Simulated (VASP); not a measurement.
Write the native input for VASP 6.6.1 that does the following.

- Task: single point
- Functional: r2SCAN
- Potentials or basis: VASP PAW PBE potentials, release 64 (Nb_sv, H)
- Cutoff: 520 eV
- k mesh: 10 × 10 × 10
- Occupations: fermi-dirac, width 0.1 eV
- Spin: no spin polarisation
- Dipole correction: no
- Further INCAR settings: ALGO = Normal; EDIFF = 1e-06; NBANDS = 14

The system is NbH.

```xyz
2
Lattice="-1.6333 1.6333 2.0168 1.6333 -1.6333 2.0168 1.6333 1.6333 -2.0168" Properties=species:S:1:pos:R:3 pbc="T T T"
Nb    0.0000    0.0000    0.0000
H     0.0000    0.0000    2.0168
```

The input as run:

POSCAR

```
NbH
1.0
   -1.6333123551      1.6333123551      2.0168363072
    1.6333123551     -1.6333123551      2.0168363072
    1.6333123551      1.6333123551     -2.0168363072
Nb H
1 1
Direct
    0.0000000000      0.0000000000      0.0000000000
    0.5000000000      0.5000000000      0.0000000000
```

INCAR.step1

```
SYSTEM = NbH
  PREC = Accurate
  ENCUT = 520
  ISMEAR = -1
  SIGMA = 0.1
  LREAL = .FALSE.
  LASPH = .TRUE.
  NELM = 80
  NBANDS = 14
  GGA = PE
  ALGO = Normal
  EDIFF = 1E-4
  LWAVE = .TRUE.
  LCHARG = .FALSE.
```

INCAR.step2

```
SYSTEM = NbH
  PREC = Accurate
  ENCUT = 520
  EDIFF = 1E-6
  ISMEAR = -1
  SIGMA = 0.1
  LREAL = .FALSE.
  LASPH = .TRUE.
  NELM = 80
  ALGO = Normal
  ISIF = 2
  LWAVE = .FALSE.
  LCHARG = .FALSE.
  METAGGA = R2SCAN
  LMIXTAU = .TRUE.
  NBANDS = 14
  ISTART = 1
```

KPOINTS

```
regular mesh
0
G
  10 10 10
  0 0 0
```

Potentials or basis: VASP PAW PBE potentials, release 64 (Nb_sv, H).

Run with:

```sh
$ cat potpaw_PBE.64/Nb_sv/POTCAR potpaw_PBE.64/H/POTCAR > POTCAR
$ cp INCAR.step1 INCAR
$ mpirun -np 1 vasp_std > vasp.out
$ cp INCAR.step2 INCAR
$ mpirun -np 1 vasp_std > vasp.out
```

It gave:

```yaml
Pressure: -12.0 GPa
Band_gap_on_the_k_mesh: zero (bands 7 and 8 overlap by 3.73 eV)
```

Caveat: the cell stands under tension; the PAW data sets were made with another functional, which shifts forces and pressure a little.

Wall time 59 s on 1 thread of Intel(R) Xeon(R) Platinum 8488C (Sapphire Rapids), with other jobs on the host, peak memory 0.16 GiB.
